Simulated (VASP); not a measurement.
# GaN (P6_3mc) in VASP: a series of runs

GaN is run at these levels: PBE; tasks: single point.

All numbers are computed with VASP 6.6.1; they aren't measurements. Logs are shortened: lines on timing, memory, paths and dates and some standing lists are left out, and cuts for length are marked.

**1. The cell of the first run**

The structure is hexagonal, space group P6_3mc (No. 186). Conventional cell: a = 3.218 Å, b = 3.218 Å, c = 5.086 Å, α = 90.00°, β = 90.00°, γ = 120.00°. Ga (site symmetry 3m) has 4 N at 1.92 to 1.96 Å within 2.5 Å. Within 2.5 Å of N (site symmetry 3m) lie 4 Ga at 1.92 to 1.96 Å.

**2. Single point, PBE (strain +0.000 along x and y, -0.030 along z)**

INCAR reads:

```
SYSTEM = GaN
ALGO = Normal
EDIFF = 1E-6
ENCUT = 520
GGA = PE
ISIF = 2
ISMEAR = 0
LASPH = .TRUE.
LCHARG = .FALSE.
LREAL = .FALSE.
LWAVE = .FALSE.
NBANDS = 26
NELM = 100
PREC = Accurate
SIGMA = 0.05
```

KPOINTS reads:

```
k-points
0
G
  12 12 6
  0 0 0
```

POSCAR reads:

```
GaN
1.0
    3.2184289119      0.0000000000      0.0000000000
   -1.6092144560      2.7872411979      0.0000000000
    0.0000000000      0.0000000000      5.0857395182
Ga N
2 2
Direct
    0.3333333333      0.6666666667      0.9991316867
    0.6666666667      0.3333333333      0.4991316867
    0.3333333333      0.6666666667      0.3758683133
    0.6666666667      0.3333333333      0.8758683133
```

Potentials or basis: VASP PAW PBE potentials, release 64 (Ga_d, N).

Command:

```bash
$ cat potpaw_PBE.64/Ga_d/POTCAR potpaw_PBE.64/N/POTCAR > POTCAR
$ mpirun -np 1 vasp_std > vasp.out
```

OUTCAR:

```text
SYSTEM = GaN
   EDIFF = 1E-6
   ENCUT = 520
   GGA = PE
   ISIF = 2
   ISMEAR = 0
   LASPH = .TRUE.
   LREAL = .FALSE.
   NELM = 100
   PREC = Accurate

 ion  position               nearest neighbor table
   1  0.333  0.667  0.999-   3 1.92   4 1.96   4 1.96   4 1.96
   2  0.667  0.333  0.499-   4 1.92   3 1.96   3 1.96   3 1.96
   3  0.333  0.667  0.376-   1 1.92   2 1.96   2 1.96   2 1.96
   4  0.667  0.333  0.876-   2 1.92   1 1.96   1 1.96   1 1.96

  LATTYP: Found a hexagonal cell.
 ALAT       =     3.2184289119
 C/A-ratio  =     1.5801932115

  Lattice vectors:

 A1 = (   3.2184289119,   0.0000000000,   0.0000000000)
 A2 = (  -1.6092144560,   2.7872411979,   0.0000000000)
 A3 = (   0.0000000000,   0.0000000000,   5.0857395182)

Analysis of symmetry for initial positions (statically):
=====================================================================
 Subroutine PRICEL returns:
 Original cell was already a primitive cell.

 Routine SETGRP: Setting up the symmetry group for a
 hexagonal supercell.

 Subroutine GETGRP returns: Found 12 space group operations
 (whereof  6 operations were pure point group operations)
 out of a pool of 24 trial point group operations.

The static configuration has the point symmetry C_3v.
 The point group associated with its full space group is C_6v.

Analysis of symmetry for dynamics (positions and initial velocities):
=====================================================================
 Subroutine PRICEL returns:
 Original cell was already a primitive cell.

 Routine SETGRP: Setting up the symmetry group for a
 hexagonal supercell.

 Subroutine GETGRP returns: Found 12 space group operations
 (whereof  6 operations were pure point group operations)
 out of a pool of 24 trial point group operations.

The dynamic configuration has the point symmetry C_3v.
 The point group associated with its full space group is C_6v.

 Subroutine INISYM returns: Found 12 space group operations
 (whereof  6 operations are pure point group operations),
 and found     1 'primitive' translations

----------------------------------------------------------------------------------------

                                     Primitive cell

  volume of cell :      45.6218

  direct lattice vectors                    reciprocal lattice vectors
     3.218428912  0.000000000  0.000000000     0.310710607  0.179388852  0.000000000
    -1.609214456  2.787241198  0.000000000     0.000000000  0.358777705  0.000000000
     0.000000000  0.000000000  5.085739518     0.000000000  0.000000000  0.196628238

  length of vectors
     3.218428912  3.218428912  5.085739518     0.358777705  0.358777705  0.196628238

  position of ions in fractional coordinates (direct lattice)
     0.333333333  0.666666667  0.999131687
     0.666666667  0.333333333  0.499131687
     0.333333333  0.666666667  0.375868313
     0.666666667  0.333333333  0.875868313

  ion indices of the primitive-cell ions
   primitive index   ion index
                 1           1
                 2           2
                 3           3
                 4           4

----------------------------------------------------------------------------------------

 KPOINTS: k-points

Automatic generation of k-mesh.
 Grid dimensions read from file:
 generate k-points for:   12   12    6

 Generating k-lattice:

  Cartesian coordinates                     Fractional coordinates (reciprocal lattice)
     0.025892551  0.014949071  0.000000000     0.083333333 -0.000000000  0.000000000
     0.000000000  0.029898142  0.000000000     0.000000000  0.083333333  0.000000000
     0.000000000  0.000000000  0.032771373     0.000000000  0.000000000  0.166666667

  Length of vectors
     0.029898142  0.029898142  0.032771373

  Shift w.r.t. Gamma in fractional coordinates (k-lattice)
     0.000000000  0.000000000  0.000000000

 Subroutine IBZKPT returns following result:
 ===========================================

 Found     76 irreducible k-points:

 Following reciprocal coordinates:
            Coordinates               Weight
  0.000000  0.000000  0.000000      1.000000
  0.083333  0.000000  0.000000      6.000000
  0.166667 -0.000000  0.000000      6.000000
  0.250000  0.000000  0.000000      6.000000
  0.333333  0.000000  0.000000      6.000000
  0.416667  0.000000  0.000000      6.000000
[... 16 lines left out ...]
  0.250000  0.000000  0.166667     12.000000
  0.333333  0.000000  0.166667     12.000000
 [... further k-points ...]
   k-points           NKPTS =     76   k-points in BZ     NKDIM =     76   number of bands    NBANDS=     26
   number of dos      NEDOS =    301   number of ions     NIONS =      4
   total plane-waves  NPLWV =  23040
   dimension x,y,z NGX =    24 NGY =   24 NGZ =   40
   dimension x,y,z NGXF=    48 NGYF=   48 NGZF=   80
   ions per type =               2   2
   NGX,Y,Z   is equivalent  to a cutoff of  12.40, 12.40, 13.08 a.u.
   NGXF,Y,Z  is equivalent  to a cutoff of  24.79, 24.79, 26.15 a.u.
 SYSTEM =  GaN
   PREC   = accura    normal or accurate (medium, high low for compatibility)
   ISTART =      0    job   : 0-new  1-cont  2-samecut
   ICHARG =      2    charge: 1-file 2-atom 10-const
   ISPIN  =      1    spin polarized calculation?
   LNONCOLLINEAR =      F non collinear calculations
   LSORBIT =      F    spin-orbit coupling
   LASPH  =      T    aspherical Exc in radial PAW
   ENCUT  =  520.0 eV  38.22 Ry    6.18 a.u.   5.98  5.98  9.46*2*pi/ulx,y,z
   NELM   =    100;   NELMIN=  2; NELMDL= -5     # of ELM steps
   EDIFF  = 0.1E-05   stopping-criterion for ELM
   LREAL  =      F    real-space projection
[... 7 lines left out ...]
   TEBEG  =    0.0;   TEEND  =   0.0 temperature during run
   PSTRESS=    0.0 pullay stress
   NELECT =      36.0000    total number of electrons
   NUPDOWN=      -1.0000    fix difference up-down
   EMIN   =  10.00;   EMAX   =-10.00  energy-range for DOS
   EFERMI =   0.00;   METHOD = LEGACY
   ISMEAR =     0;   SIGMA  =   0.05  broadening in eV -4-tet -1-fermi 0-gaus
   EFERMI_NEDOS =   21; number of points for ismear=-14 and -15
   IALGO  =     38    algorithm
   IMIX   =      4    mixing-type and parameters
     AMIX     =   0.40;   BMIX     =  1.00
     AMIX_MAG =   1.60;   BMIX_MAG =  1.00
  volume/ion in A,a.u.               =      11.41        76.97
  Fermi-wavevector in a.u.,A,eV,Ry     =   1.512811  2.858799 31.138273  2.288598
  Thomas-Fermi vector in A             =   2.622686
   LORBIT       =      0    0 simple, 1 ext, 2 COOP (PROOUT), +10 PAW based schemes
   GGA     = PE    functional components
   LHFCALC =     F    Hartree Fock is set to
   AEXX    =    0.0000 exact exchange contribution
   IVDW    =     0    specifies the selected vdW correction
   LEPSILON=     F    determine dielectric tensor
   LRPA    =     F    only Hartree local field effects (RPA)
 non-spin polarized calculation
 Gauss-broadening in eV      SIGMA  =   0.05
  energy-cutoff  :      520.00
  volume of cell :       45.62
 maximum number of plane-waves:      1254
 NGX is ok and might be reduce to    24
   NGX = 11   NGY = 11   NGZ = 19

 number of electron      35.9999994 magnetization

 Free energy of the ion-electron system (eV)
  ---------------------------------------------------
  ext. energy  EPLUGINS =         0.00000000
  ---------------------------------------------------
  free energy    TOTEN  =       -24.26804875 eV

  energy without entropy =      -24.26804875  energy(sigma->0) =      -24.26804875

 E-fermi :   5.5949     XC(G=0): -11.6748

 val. band max:        5.3513147302   @ k =   0.0000   0.0000   0.0000
 cond. band min:       7.2836462741   @ k =   0.0000   0.0000   0.0000
 fundamental gap:      1.9323315438
 Fermi energy:         5.5948513692

 k-point     1 :       0.0000    0.0000    0.0000
  band No.  band energies     occupation
      1     -10.6626      2.00000
      2      -9.7125      2.00000
      3      -8.1029      2.00000
      4      -8.0832      2.00000
      5      -8.0832      2.00000
      6      -8.0153      2.00000
[... 18 lines left out ...]
     25      16.9063      0.00000
     26      16.9063      0.00000

 k-point     2 :       0.0833    0.0000    0.0000
  band No.  band energies     occupation
      1     -10.5962      2.00000
      2      -9.6972      2.00000
      3      -8.0938      2.00000
      4      -8.0741      2.00000
      5      -8.0638      2.00000
      6      -8.0082      2.00000
[... 18 lines left out ...]
     25      16.8059      0.00000
     26      17.0629      0.00000

 k-point     3 :       0.1667   -0.0000    0.0000
  band No.  band energies     occupation
      1     -10.4151      2.00000
      2      -9.6597      2.00000
      3      -8.0691      2.00000
      4      -8.0524      2.00000
      5      -8.0104      2.00000
      6      -7.9685      2.00000
[... 18 lines left out ...]
     25      16.9690      0.00000
     26      17.4312      0.00000

 k-point     4 :       0.2500    0.0000    0.0000
  band No.  band energies     occupation
      1     -10.1736      2.00000
      2      -9.6184      2.00000
      3      -8.0449      2.00000
      4      -8.0317      2.00000
      5      -7.9699      2.00000
      6      -7.9183      2.00000
[... 18 lines left out ...]
     25      16.7907      0.00000
     26      17.9049      0.00000
[... 496 lines left out ...]
      1     -10.3390      2.00000
      2      -9.6783      2.00000
      3      -8.0673      2.00000
      4      -8.0492      2.00000
      5      -8.0111      2.00000
      6      -7.9748      2.00000
[... 18 lines left out ...]
     25      16.3887      0.00000
     26      17.1991      0.00000

 k-point    23 :       0.2500    0.0000    0.1667
  band No.  band energies     occupation
      1     -10.1115      2.00000
      2      -9.6286      2.00000
      3      -8.0476      2.00000
      4      -8.0250      2.00000
      5      -7.9822      2.00000
      6      -7.9266      2.00000
[... 18 lines left out ...]
     25      16.4874      0.00000
     26      17.7301      0.00000

 k-point    24 :       0.3333    0.0000    0.1667
  band No.  band energies     occupation
      1      -9.9053      2.00000
      2      -9.5915      2.00000
      3      -8.0393      2.00000
      4      -8.0115      2.00000
      5      -7.9577      2.00000
      6      -7.8827      2.00000
[... 18 lines left out ...]
     25      16.7122      0.00000
     26      18.3452      0.00000

 [... further k-points ...]
[... 5 lines left out ...]
  --------------------------------------------------------------------------------------
  -------------------------------------------------------------------------------------
  Total        0.5508535      0.5508535      3.9639816     -0.0000000      0.0000000      0.0000000
  in kB       19.3452383     19.3452383    139.2097409     -0.0000000      0.0000000      0.0000000
  external PRESSURE =      59.3000725 kB  Pullay stress =       0.0000000 kB

 VOLUME and BASIS-vectors are now :
 -----------------------------------------------------------------------------
  energy-cutoff  :      520.00
  volume of cell :       45.62
      direct lattice vectors                 reciprocal lattice vectors
     3.218428912  0.000000000  0.000000000     0.310710607  0.179388852  0.000000000
    -1.609214456  2.787241198  0.000000000     0.000000000  0.358777705  0.000000000
     0.000000000  0.000000000  5.085739518     0.000000000  0.000000000  0.196628238

 POSITION                                       TOTAL-FORCE (eV/Angst)
 -----------------------------------------------------------------------------------
     -0.00000      1.85816      5.08132        -0.000000      0.000000     -0.352896
      1.60921      0.92908      2.53845         0.000000     -0.000000     -0.352896
     -0.00000      1.85816      1.91157         0.000000     -0.000000      0.352896
      1.60921      0.92908      4.45444        -0.000000     -0.000000      0.352896
 -----------------------------------------------------------------------------------
    total drift:                               -0.000001     -0.000001      0.000237

  FREE ENERGIE OF THE ION-ELECTRON SYSTEM (eV)
  ---------------------------------------------------
  free  energy   TOTEN  =       -24.2680487474 eV

  energy  without entropy=      -24.2680487474  energy(sigma->0) =      -24.26804875
```

It took 95 s on 1 thread of Intel Xeon Platinum 8375C at 2.90GHz (Ice Lake), shared host; peak memory 0.21 GiB.

What came out:

```
Free energy            : -24.2680 eV
Pressure               : 5.9 GPa
Largest force          : 0.353 eV/Å
Band gap on the k mesh : 1.93 eV
```

Forces on the atoms (eV/Å):
```
Ga   0.000  0.000 -0.353
Ga   0.000  0.000 -0.353
N    0.000  0.000  0.353
N    0.000  0.000  0.353
```

Stress tensor (GPa, compression positive):
```
 1.93  0.00  0.00
 0.00  1.93  0.00
 0.00  0.00 13.92
```

Caveat: the cell differs from its parent crystal (strain +0.000 along x and y, -0.030 along z); the cell stands under pressure.

**3. Single point, PBE (strain -0.015 along x and y, +0.000 along z)**

INCAR reads:

```
PREC = Accurate
ENCUT = 520
EDIFF = 1E-6
ISMEAR = 0
SIGMA = 0.05
LREAL = F
LASPH = T
NELM = 100
ALGO = Normal
ISIF = 2
LWAVE = F
LCHARG = F
GGA = PE
NBANDS = 26
```

KPOINTS reads:

```
regular mesh
0
Gamma
  12 12 6
```

POSCAR reads:

```
GaN
1.0
    3.1701524782      0.0000000000      0.0000000000
   -1.5850762391      2.7454325800      0.0000000000
    0.0000000000      0.0000000000      5.2430304311
Ga N
2 2
Direct
    0.3333333333      0.6666666667      0.9991316867
    0.6666666667      0.3333333333      0.4991316867
    0.3333333333      0.6666666667      0.3758683133
    0.6666666667      0.3333333333      0.8758683133
```

Potentials or basis: VASP PAW PBE potentials, release 64 (Ga_d, N).

Command:

```bash
$ cat potpaw_PBE.64/Ga_d/POTCAR potpaw_PBE.64/N/POTCAR > POTCAR
$ mpirun -np 1 vasp_std > vasp.out
```

Run time: 66 s. Hardware: 1 thread of Intel Xeon Platinum 8375C at 2.90GHz (Ice Lake), shared host; peak memory 0.2 GiB.

It converged, with:

* Free energy: -24.2946 eV
* Pressure: 5.7 GPa
* Largest force: 0.151 eV/Å
* Band gap on the k mesh: 1.88 eV

Forces on the atoms (eV/Å):
```
Ga   0.000  0.000  0.151
Ga   0.000  0.000  0.151
N    0.000  0.000 -0.151
N    0.000  0.000 -0.151
```

Stress tensor (GPa, compression positive):
```
7.63 0.00 0.00
0.00 7.63 0.00
0.00 0.00 1.93
```

Levels at points of the mesh, in eV from the valence-band top:
| k point | band 15 | band 16 | band 17 | band 18 | band 19 | band 20 | band 21 | band 22 |
| --- | --- | --- | --- | --- | --- | --- | --- | --- |
| (0.00, 0.00, 0.00) | -0.98 | -0.09 | 0.00 | 0.00 | 1.88 | 4.39 | 9.07 | 10.02 |
| (0.50, 0.00, 0.00) | -4.20 | -2.70 | -2.21 | -1.04 | 5.15 | 5.54 | 5.93 | 8.52 |
| (0.00, 0.00, 0.50) | -0.50 | -0.50 | -0.50 | -0.50 | 4.29 | 4.29 | 8.38 | 8.38 |
| (0.50, 0.00, 0.50) | -1.96 | -1.96 | -1.93 | -1.93 | 4.36 | 4.36 | 7.72 | 7.72 |

Caveat: the cell differs from its parent crystal (strain -0.015 along x and y, +0.000 along z); the cell stands under pressure.

(Continued in part 2 of 2.)
